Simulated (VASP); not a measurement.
# InSe (P-6m2) in VASP: further runs, part 2 of 2

VASP 6.6.1.

### Step 3. Single point, PBEsol

This run uses another cell than the first one, of 29.33 Å³/atom, 0.916 times its volume.

INCAR reads:

```
PREC = Accurate
ENCUT = 520
EDIFF = 1E-7
ISMEAR = 0
SIGMA = 0.03
LREAL = F
LASPH = T
NELM = 60
ALGO = Normal
ISIF = 2
LWAVE = F
LCHARG = F
GGA = PS
NBANDS = 48
```

KPOINTS reads:

```
regular mesh
0
Gamma
  6 6 2
```

POSCAR reads:

```
InSe
1.0
    4.0082338300      0.0000000000      0.0000000000
   -2.0041169150      3.4712323211      0.0000000000
    0.0000000000      0.0000000000     16.8669192817
In Se
4 4
Direct
    0.0000000000      0.0000000000      0.5823102499
    0.0000000000      0.0000000000      0.4176897501
    0.3333333333      0.6666666667      0.9176962956
    0.3333333333      0.6666666667      0.0823037044
    0.6666666667      0.3333333333      0.8419435273
    0.6666666667      0.3333333333      0.1580564727
    0.3333333333      0.6666666667      0.6580512574
    0.3333333333      0.6666666667      0.3419487426
```

Potentials or basis: VASP PAW PBE potentials, release 64 (In_d, Se).

Command:

```sh
> cat potpaw_PBE.64/In_d/POTCAR potpaw_PBE.64/Se/POTCAR > POTCAR
> mpirun -np 1 vasp_std > vasp.out
```

OUTCAR:

```text
PREC = Accurate
   ENCUT = 520
   EDIFF = 1E-7
   ISMEAR = 0
   LREAL = F
   LASPH = T
   NELM = 60
   ISIF = 2
   GGA = PS

 ion  position               nearest neighbor table
   1  0.000  0.000  0.582-   7 2.64   7 2.64   7 2.64   2 2.78
   2  0.000  0.000  0.418-   8 2.64   8 2.64   8 2.64   1 2.78
   3  0.333  0.667  0.918-   5 2.64   5 2.64   5 2.64   4 2.78
   4  0.333  0.667  0.082-   6 2.64   6 2.64   6 2.64   3 2.78
   5  0.667  0.333  0.842-   3 2.64   3 2.64   3 2.64
   6  0.667  0.333  0.158-   4 2.64   4 2.64   4 2.64
   7  0.333  0.667  0.658-   1 2.64   1 2.64   1 2.64
   8  0.333  0.667  0.342-   2 2.64   2 2.64   2 2.64

  LATTYP: Found a hexagonal cell.
 ALAT       =     4.0082338300
 C/A-ratio  =     4.2080676919

  Lattice vectors:

 A1 = (   4.0082338300,   0.0000000000,   0.0000000000)
 A2 = (  -2.0041169150,   3.4712323211,   0.0000000000)
 A3 = (   0.0000000000,   0.0000000000,  16.8669192817)

Analysis of symmetry for initial positions (statically):
=====================================================================
 Subroutine PRICEL returns:
 Original cell was already a primitive cell.

 Routine SETGRP: Setting up the symmetry group for a
 hexagonal supercell.

 Subroutine GETGRP returns: Found 12 space group operations
 (whereof 12 operations were pure point group operations)
 out of a pool of 24 trial point group operations.

The static configuration has the point symmetry D_3h.

Analysis of symmetry for dynamics (positions and initial velocities):
=====================================================================
 Subroutine PRICEL returns:
 Original cell was already a primitive cell.

 Routine SETGRP: Setting up the symmetry group for a
 hexagonal supercell.

 Subroutine GETGRP returns: Found 12 space group operations
 (whereof 12 operations were pure point group operations)
 out of a pool of 24 trial point group operations.

The dynamic configuration has the point symmetry D_3h.

 Subroutine INISYM returns: Found 12 space group operations
 (whereof 12 operations are pure point group operations),
 and found     1 'primitive' translations

----------------------------------------------------------------------------------------

                                     Primitive cell

  volume of cell :     234.6781

  direct lattice vectors                    reciprocal lattice vectors
     4.008233830  0.000000000  0.000000000     0.249486443  0.144041065  0.000000000
    -2.004116915  3.471232321  0.000000000     0.000000000  0.288082130  0.000000000
     0.000000000  0.000000000 16.866919282     0.000000000  0.000000000  0.059287650

  length of vectors
     4.008233830  4.008233830 16.866919282     0.288082130  0.288082130  0.059287650

  position of ions in fractional coordinates (direct lattice)
     0.000000000  0.000000000  0.582310250
     0.000000000  0.000000000  0.417689750
     0.333333333  0.666666667  0.917696296
     0.333333333  0.666666667  0.082303704
     0.666666667  0.333333333  0.841943527
     0.666666667  0.333333333  0.158056473
     0.333333333  0.666666667  0.658051257
[... 47 lines left out ...]
  0.333333  0.333333  0.000000      2.000000
  0.000000  0.000000  0.500000      1.000000
  0.166667  0.000000  0.500000      6.000000
  0.333333 -0.000000  0.500000      6.000000
  0.500000  0.000000  0.500000      3.000000
  0.166667  0.166667  0.500000      6.000000
  0.333333  0.166667  0.500000     12.000000
  0.333333  0.333333  0.500000      2.000000
   k-points           NKPTS =     14   k-points in BZ     NKDIM =     14   number of bands    NBANDS=     48
   number of dos      NEDOS =    301   number of ions     NIONS =      8
   total plane-waves  NPLWV = 113400
   dimension x,y,z NGX =    30 NGY =   30 NGZ =  126
   dimension x,y,z NGXF=    60 NGYF=   60 NGZF=  252
   ions per type =               4   4
   NGX,Y,Z   is equivalent  to a cutoff of  12.44, 12.44, 12.42 a.u.
   NGXF,Y,Z  is equivalent  to a cutoff of  24.89, 24.89, 24.84 a.u.
 SYSTEM =  unknown system
   PREC   = accura    normal or accurate (medium, high low for compatibility)
   ISTART =      0    job   : 0-new  1-cont  2-samecut
   ICHARG =      2    charge: 1-file 2-atom 10-const
   ISPIN  =      1    spin polarized calculation?
   LNONCOLLINEAR =      F non collinear calculations
   LSORBIT =      F    spin-orbit coupling
   LASPH  =      T    aspherical Exc in radial PAW
   ENCUT  =  520.0 eV  38.22 Ry    6.18 a.u.   7.45  7.45 31.36*2*pi/ulx,y,z
   NELM   =     60;   NELMIN=  2; NELMDL= -5     # of ELM steps
   EDIFF  = 0.1E-06   stopping-criterion for ELM
   LREAL  =      F    real-space projection
   EDIFFG = 0.1E-05   stopping-criterion for IOM
   NSW    =      0    number of steps for IOM
   IBRION =     -1    ionic relax: 0-MD 1-quasi-New 2-CG
   NFREE  =      0    steps in history (QN), initial steepest desc. (CG)
   ISIF   =      2    stress and relaxation
   ISYM   =      2    0-nonsym 1-usesym 2-fastsym
   POTIM  = 0.5000    time-step for ionic-motion
   TEBEG  =    0.0;   TEEND  =   0.0 temperature during run
   PSTRESS=    0.0 pullay stress
   NELECT =      76.0000    total number of electrons
   NUPDOWN=      -1.0000    fix difference up-down
   EMIN   =  10.00;   EMAX   =-10.00  energy-range for DOS
   EFERMI =   0.00;   METHOD = LEGACY
   ISMEAR =     0;   SIGMA  =   0.03  broadening in eV -4-tet -1-fermi 0-gaus
   EFERMI_NEDOS =   21; number of points for ismear=-14 and -15
   IALGO  =     38    algorithm
   IMIX   =      4    mixing-type and parameters
     AMIX     =   0.40;   BMIX     =  1.00
     AMIX_MAG =   1.60;   BMIX_MAG =  1.00
  volume/ion in A,a.u.               =      29.33       197.96
  Fermi-wavevector in a.u.,A,eV,Ry     =   1.124230  2.124487 17.196312  1.263893
  Thomas-Fermi vector in A             =   2.260901
   LORBIT       =      0    0 simple, 1 ext, 2 COOP (PROOUT), +10 PAW based schemes
   GGA     = PS    functional components
   LHFCALC =     F    Hartree Fock is set to
   AEXX    =    0.0000 exact exchange contribution
   IVDW    =     0    specifies the selected vdW correction
   LEPSILON=     F    determine dielectric tensor
   LRPA    =     F    only Hartree local field effects (RPA)
 non-spin polarized calculation
 Gauss-broadening in eV      SIGMA  =   0.03
  energy-cutoff  :      520.00
  volume of cell :      234.68
 maximum number of plane-waves:      6362
 NGX is ok and might be reduce to    30
   NGX = 15   NGY = 15   NGZ = 63

 number of electron      75.9999985 magnetization

 Free energy of the ion-electron system (eV)
  ---------------------------------------------------
  ext. energy  EPLUGINS =         0.00000000
  ---------------------------------------------------
  free energy    TOTEN  =       -31.18343494 eV

  energy without entropy =      -31.18343494  energy(sigma->0) =      -31.18343494

 E-fermi :   4.1047     XC(G=0):  -9.0799

 val. band max:        3.9224200148   @ k =   0.0000   0.0000   0.0000
 cond. band min:       4.2806729716   @ k =   0.0000   0.0000   0.0000
 fundamental gap:      0.3582529567
 Fermi energy:         4.1046561141

 k-point     1 :       0.0000    0.0000    0.0000
  band No.  band energies     occupation
      1     -10.8230      2.00000
      2     -10.8175      2.00000
      3     -10.6244      2.00000
      4     -10.6244      2.00000
      5     -10.6186      2.00000
      6     -10.6186      2.00000
[... 703 lines left out ...]
     47       9.5946      0.00000
     48       9.6414      0.00000

------------------------ aborting loop because EDIFF is reached ----------------------------------------

  FORCE on cell =-STRESS in cart. coord.  units (eV):
  Direction    XX          YY          ZZ          XY          YZ          ZX
  --------------------------------------------------------------------------------------
  -------------------------------------------------------------------------------------
  Total        0.1511287      0.1511287      0.0479572      0.0000000     -0.0000000      0.0000000
  in kB        1.0317749      1.0317749      0.3274096      0.0000000     -0.0000000      0.0000000
  external PRESSURE =       0.7969865 kB  Pullay stress =       0.0000000 kB

 VOLUME and BASIS-vectors are now :
 -----------------------------------------------------------------------------
  energy-cutoff  :      520.00
  volume of cell :      234.68
      direct lattice vectors                 reciprocal lattice vectors
     4.008233830  0.000000000  0.000000000     0.249486443  0.144041065  0.000000000
    -2.004116915  3.471232321  0.000000000     0.000000000  0.288082130  0.000000000
     0.000000000  0.000000000 16.866919282     0.000000000  0.000000000  0.059287650

 POSITION                                       TOTAL-FORCE (eV/Angst)
 -----------------------------------------------------------------------------------
      0.00000      0.00000      9.82178        -0.000000      0.000000     -0.017340
      0.00000      0.00000      7.04514        -0.000000      0.000000      0.017340
     -0.00000      2.31415     15.47871        -0.000000     -0.000000      0.017292
     -0.00000      2.31415      1.38821         0.000000     -0.000000     -0.017292
      2.00412      1.15708     14.20099         0.000000     -0.000000     -0.016833
      2.00412      1.15708      2.66593         0.000000     -0.000000      0.016833
     -0.00000      2.31415     11.09930        -0.000000     -0.000000      0.016898
     -0.00000      2.31415      5.76762        -0.000000      0.000000     -0.016898
 -----------------------------------------------------------------------------------
    total drift:                               -0.000000      0.000000     -0.000000

  FREE ENERGIE OF THE ION-ELECTRON SYSTEM (eV)
  ---------------------------------------------------
  free  energy   TOTEN  =       -31.1834349417 eV

  energy  without entropy=      -31.1834349417  energy(sigma->0) =      -31.18343494
```

It took 86 s on 1 thread of Intel Xeon 6975P-C (Granite Rapids), shared host; peak memory 0.38 GiB.

What came out:

- Free energy: -31.1834 eV
- Pressure: 0.1 GPa
- Largest force: 0.017 eV/Å
- Band gap on the k mesh: 0.36 eV, direct

Forces on the atoms (eV/Å):
```
In   0.000  0.000 -0.017
In   0.000  0.000  0.017
In   0.000  0.000  0.017
In   0.000  0.000 -0.017
Se   0.000  0.000 -0.017
Se   0.000  0.000  0.017
Se   0.000  0.000  0.017
Se   0.000  0.000 -0.017
```

Caveat: the PAW data sets were made with another functional, which shifts forces and pressure a little; spin-orbit coupling is left out, which moves the levels of the heavy elements; this functional lacks dispersion, which binds the layers, so the pressure and a relaxed spacing across them are unreliable.

### Step 4. Single point, PBEsol

This run uses another cell than the first one, of 29.33 Å³/atom, 0.916 times its volume.

INCAR reads:

```
  PREC = Accurate
  ENCUT = 520
  EDIFF = 1E-6
  ISMEAR = 0
  SIGMA = 0.02
  LREAL = F
  LASPH = T
  NELM = 80
  ALGO = Normal
  ISIF = 2
  LWAVE = F
  LCHARG = T
  GGA = PS
  LELF = T
  LVHAR = T
  NBANDS = 48
```

KPOINTS reads:

```
regular mesh
0
Gamma
  12 12 2
```

POSCAR is that of step 3.

Potentials or basis: VASP PAW PBE potentials, release 64 (In_d, Se).

Command:

```sh
> cat potpaw_PBE.64/In_d/POTCAR potpaw_PBE.64/Se/POTCAR > POTCAR
> mpirun -np 1 vasp_std > vasp.out
```

OUTCAR:

```text
PREC = Accurate
   ENCUT = 520
   EDIFF = 1E-6
   ISMEAR = 0
   LREAL = F
   LASPH = T
   NELM = 80
   ISIF = 2
   GGA = PS

 ion  position               nearest neighbor table
   1  0.000  0.000  0.582-   7 2.64   7 2.64   7 2.64   2 2.78
   2  0.000  0.000  0.418-   8 2.64   8 2.64   8 2.64   1 2.78
   3  0.333  0.667  0.918-   5 2.64   5 2.64   5 2.64   4 2.78
   4  0.333  0.667  0.082-   6 2.64   6 2.64   6 2.64   3 2.78
   5  0.667  0.333  0.842-   3 2.64   3 2.64   3 2.64
   6  0.667  0.333  0.158-   4 2.64   4 2.64   4 2.64
   7  0.333  0.667  0.658-   1 2.64   1 2.64   1 2.64
   8  0.333  0.667  0.342-   2 2.64   2 2.64   2 2.64
[... 1437 lines left out ...]
  Total        0.0893430      0.0893430      0.0635503      0.0000000      0.0000000      0.0000000
  in kB        0.6099559      0.6099559      0.4338660      0.0000000      0.0000000      0.0000000
  external PRESSURE =       0.5512593 kB  Pullay stress =       0.0000000 kB

 VOLUME and BASIS-vectors are now :
 -----------------------------------------------------------------------------
  energy-cutoff  :      520.00
  volume of cell :      234.68
      direct lattice vectors                 reciprocal lattice vectors
     4.008233830  0.000000000  0.000000000     0.249486443  0.144041065  0.000000000
    -2.004116915  3.471232321  0.000000000     0.000000000  0.288082130  0.000000000
     0.000000000  0.000000000 16.866919282     0.000000000  0.000000000  0.059287650

 POSITION                                       TOTAL-FORCE (eV/Angst)
 -----------------------------------------------------------------------------------
      0.00000      0.00000      9.82178        -0.000000      0.000000     -0.018947
      0.00000      0.00000      7.04514        -0.000000     -0.000000      0.018947
     -0.00000      2.31415     15.47871         0.000000      0.000000      0.019074
     -0.00000      2.31415      1.38821         0.000000     -0.000000     -0.019074
      2.00412      1.15708     14.20099        -0.000000      0.000000     -0.019515
      2.00412      1.15708      2.66593         0.000000      0.000000      0.019515
     -0.00000      2.31415     11.09930         0.000000      0.000000      0.019458
     -0.00000      2.31415      5.76762         0.000000      0.000000     -0.019458
 -----------------------------------------------------------------------------------
    total drift:                               -0.000000      0.000000     -0.000000

  FREE ENERGIE OF THE ION-ELECTRON SYSTEM (eV)
  ---------------------------------------------------
  free  energy   TOTEN  =       -31.1967950441 eV

  energy  without entropy=      -31.1967950441  energy(sigma->0) =      -31.19679504
```

OSZICAR:

```text
N       E                     dE             d eps       ncg     rms          rms(c)
DAV:   1     0.784248471951E+03    0.78425E+03   -0.33791E+04  3648   0.176E+03
DAV:   2     0.890151036460E+02   -0.69523E+03   -0.67332E+03  3656   0.470E+02
DAV:   3    -0.242887581220E+02   -0.11330E+03   -0.10970E+03  4448   0.195E+02
DAV:   4    -0.318275831295E+02   -0.75388E+01   -0.74823E+01  4368   0.496E+01
DAV:   5    -0.321131003873E+02   -0.28552E+00   -0.28538E+00  4456   0.999E+00    0.103E+01
DAV:   6    -0.312578379543E+02    0.85526E+00   -0.13255E+00  4752   0.167E+01    0.568E+00
DAV:   7    -0.312043405825E+02    0.53497E-01   -0.88952E-01  5304   0.577E+00    0.141E+00
DAV:   8    -0.311964086323E+02    0.79320E-02   -0.98364E-02  5288   0.313E+00    0.106E+00
DAV:   9    -0.311970363730E+02   -0.62774E-03   -0.16471E-02  4200   0.508E-01    0.477E-01
DAV:  10    -0.311966270851E+02    0.40929E-03   -0.20740E-03  5464   0.492E-01    0.216E-01
DAV:  11    -0.311967922252E+02   -0.16514E-03   -0.88672E-04  4352   0.160E-01    0.384E-02
DAV:  12    -0.311967886544E+02    0.35708E-05   -0.75291E-05  5824   0.649E-02    0.341E-02
DAV:  13    -0.311967948630E+02   -0.62086E-05   -0.12053E-05  3848   0.162E-02    0.484E-03
DAV:  14    -0.311967950441E+02   -0.18114E-06   -0.16238E-06  2720   0.175E-02
   1 F= -.31196795E+02 E0= -.31196795E+02  d E =-.101638E-17
```

stdout:

```text
POSCAR found type information on POSCAR InSe
 POSCAR found :  2 types and       8 ions
 scaLAPACK will be used
 -----------------------------------------------------------------------------
|                                                                             |
|                                                                             |
|     You enforced a specific xc type in the INCAR file but a different       |
|     I HOPE YOU KNOW WHAT YOU ARE DOING!                                     |
|                                                                             |
 -----------------------------------------------------------------------------

 LDA part: xc-table for (Slater+PW92), standard interpolation
 POSCAR, INCAR and KPOINTS ok, starting setup
 FFT: planning ... GRIDC
 FFT: planning ... GRID_SOFT
 FFT: planning ... GRID
 WAVECAR not read
 entering main loop
```

It took 4.1 min on 1 thread of Intel Xeon 6975P-C (Granite Rapids), shared host; peak memory 0.53 GiB.

Results:

```
Free energy            : -31.1968 eV
Pressure               : 0.1 GPa
Largest force          : 0.020 eV/Å
Band gap on the k mesh : 0.36 eV, direct
```

Forces on the atoms (eV/Å):
```
In   0.000  0.000 -0.019
In   0.000  0.000  0.019
In   0.000  0.000  0.019
In   0.000  0.000 -0.019
Se   0.000  0.000 -0.020
Se   0.000  0.000  0.020
Se   0.000  0.000  0.019
Se   0.000  0.000 -0.019
```

Caveat: the PAW data sets were made with another functional, which shifts forces and pressure a little; spin-orbit coupling is left out, which moves the levels of the heavy elements; this functional lacks dispersion, which binds the layers, so the pressure and a relaxed spacing across them are unreliable.

### Step 5. Single point, PBEsol

This run uses another cell than the first one, of 29.33 Å³/atom, 0.916 times its volume.

INCAR is that of step 4.

KPOINTS is that of step 4.

POSCAR reads:

```
InSe
1.0
    4.0082338314      0.0000000000      0.0000000000
   -2.0041169157      3.4712323223      0.0000000000
    0.0000000000      0.0000000000     16.8669188391
In Se
4 4
Direct
    0.0000000000      0.0000000000      0.5823102508
    0.0000000000      0.0000000000      0.4176897492
    0.3333333333      0.6666666667      0.9176962952
    0.3333333333      0.6666666667      0.0823037048
    0.6666666667      0.3333333333      0.8419435253
    0.6666666667      0.3333333333      0.1580564747
    0.3333333333      0.6666666667      0.6580512549
    0.3333333333      0.6666666667      0.3419487451
```

Command:

```sh
> cat potpaw_PBE.64/In_d/POTCAR potpaw_PBE.64/Se/POTCAR > POTCAR
> mpirun -np 1 vasp_std > vasp.out
```

It took 6.5 min on 1 thread of Intel Xeon Platinum 8375C at 2.90GHz (Ice Lake), shared host; peak memory 0.53 GiB.

The run converged. Its results:

```
Free energy            : -31.1968 eV
Pressure               : 0.1 GPa
Largest force          : 0.020 eV/Å
Band gap on the k mesh : 0.36 eV, direct
```

Forces on the atoms (eV/Å):
```
In   0.000  0.000 -0.019
In   0.000  0.000  0.019
In   0.000  0.000  0.019
In   0.000  0.000 -0.019
Se   0.000  0.000 -0.020
Se   0.000  0.000  0.020
Se   0.000  0.000  0.019
Se   0.000  0.000 -0.019
```

Levels at points of the mesh, in eV from the valence-band top:
```
           k point  band 34  band 35  band 36  band 37  band 38  band 39  band 40  band 41  band 42  band 43
(0.00, 0.00, 0.00)    -1.19    -1.19    -1.11    -1.11     0.00     0.36     1.63     2.01     2.07     4.23
(0.50, 0.00, 0.00)    -2.22    -2.22    -2.02    -1.84    -1.59     1.29     1.33     1.71     1.75     3.32
(0.00, 0.00, 0.50)    -1.14    -1.14    -1.14    -0.93    -0.90     1.13     1.19     2.05     2.07     4.27
(0.50, 0.00, 0.50)    -2.39    -2.10    -2.09    -1.70    -1.56     1.15     1.25     1.70     2.01     3.22
```

Caveat: the PAW data sets were made with another functional, which shifts forces and pressure a little; spin-orbit coupling is left out, which moves the levels of the heavy elements; this functional lacks dispersion, which binds the layers, so the pressure and a relaxed spacing across them are unreliable.

### Step 6. The runs side by side

```tsv
cell	k mesh	smearing	gap on the mesh (eV)	pressure (GPa)	largest force (eV/Å)
a = 4.047, b = 4.047, c = 18.052 Å, angles 90.0, 90.0, 120.0°, 8 atoms	6 × 6 × 1	gaussian 0.1 eV	0.63	-0.7	0.09
a = 4.008, b = 4.008, c = 16.867 Å, angles 90.0, 90.0, 120.0°, 8 atoms	6 × 6 × 2	gaussian 0.03 eV	0.36	0.1	0.02
a = 4.008, b = 4.008, c = 16.867 Å, angles 90.0, 90.0, 120.0°, 8 atoms	12 × 12 × 2	gaussian 0.02 eV	0.36	0.1	0.02
```

Alike in all rows: task single point; level PBEsol; potentials or basis VASP PAW PBE potentials, release 64 (In_d, Se); no spin polarisation; cutoff (eV) 520.

Caveats: the PAW data sets were made with another functional, which shifts forces and pressure a little; spin-orbit coupling is left out, which moves the levels of the heavy elements; this functional lacks dispersion, which binds the layers, so the pressure and a relaxed spacing across them are unreliable.

Absolute energies hang on the potentials; compare differences alone.
